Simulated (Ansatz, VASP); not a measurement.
## Two plane-wave programs on Al32Cu

```xyz
33
Lattice="8.1000 0.0000 0.0000 0.0000 8.1000 0.0000 0.0000 0.0000 8.1000" Properties=species:S:1:pos:R:3 pbc="T T T"
Al    3.9407    0.0327    0.0301
Al    6.0463    1.7381    0.0281
Al    6.0442    0.0327    2.1339
Al    0.0506    0.0336    0.0302
Al    1.9913    1.9742    0.0302
Al    3.6851    4.0750    0.0250
Al    6.0498    6.4396    0.0251
Al    1.9972    0.0277    2.0817
Al    3.9925    2.0286    2.0819
Al    6.0494    4.0756    2.3890
Al    3.9928    0.0277    4.0775
Al    6.0445    1.9743    4.0831
Al    6.0444    0.0335    6.0239
Al    0.2866    4.0784    0.0281
Al    1.9920    6.1841    0.0301
Al   -0.0007    2.0255    2.0854
Al    1.9920    4.0806    2.1339
Al    3.9981    6.1268    2.0765
Al   -0.0026    0.0290    4.0785
Al    1.9958    2.0275    4.0785
Al    3.9407    4.0805    4.0822
Al    6.0442    6.1841    4.0823
Al    1.9959    0.0288    6.0771
Al    3.9890    2.0253    6.0749
Al    6.0464    4.0784    5.7876
Al   -0.0037    6.1324    2.0820
Al    0.0506    4.0804    4.0832
Al    1.9972    6.1320    4.0774
Al    0.0002    2.0246    6.0741
Al    1.9914    4.0805    6.0239
Al    3.9927    6.1321    6.0784
Al   -0.0005    6.1358    6.0750
Cu    6.0333    4.0914    0.0406
```

Alike in both runs: functional PBE; k mesh 2 × 2 × 2; occupations fermi-dirac, width 0.1 eV; no spin polarisation.

Ansatz relaxed the structure, and its values are those at the end. VASP's run is a single point on that final structure, the one shown.

```csv
,VASP,Ansatz
version,VASP 6.6.1,Ansatz 0.2.0
potentials or method,"VASP PAW PBE potentials, release 64 (Al, Cu), cutoff 520 eV","scalar-relativistic, plane waves, PAW"
valence electrons in the cell,107,115
```

```csv
,VASP,Ansatz,Ansatz less VASP
rms of the force components (eV/Å),0.003,0.003,+0.0002
```

With one functional, cell and mesh, what is left measures potentials, basis and numerics. VASP's potentials hold 107 valence electrons a cell and Ansatz's 115, so a difference there can come from the potentials and not from the codes.

The k mesh is coarse, so the values compare programs but aren't converged.
